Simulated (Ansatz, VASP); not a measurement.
# One calculation of SnS2, two programs

```
Sn S
1.0
     3.67025    0.00000    0.00000
    -1.83513    3.17853    0.00000
     0.00000    0.00000    5.80376
Sn S
1 2
Cartesian
  0.0000 0.0000 0.0000
  0.0000 2.1190 1.4771
  1.8351 1.0595 4.3266
```

Alike in both runs: functional PBE; dispersion D3(BJ); k mesh 6 × 6 × 4; no spin polarisation.

Ansatz relaxed the structure, and its values are those at the end. VASP's run is a single point on that final structure, the one shown.

|  | VASP | Ansatz |
| --- | --- | --- |
| version | VASP 6.6.1 | Ansatz 0.2.0 |
| potentials or method | VASP PAW PBE potentials, release 64 (Sn_d, S), cutoff 500 eV | plane waves, PAW |
| occupations | fermi-dirac, width 0.1 eV | fermi-dirac |
| valence electrons in the cell | 26 | 26 |

```csv
,VASP,Ansatz,Ansatz less VASP
pressure (GPa),-0.1,0.0,+0.10
```
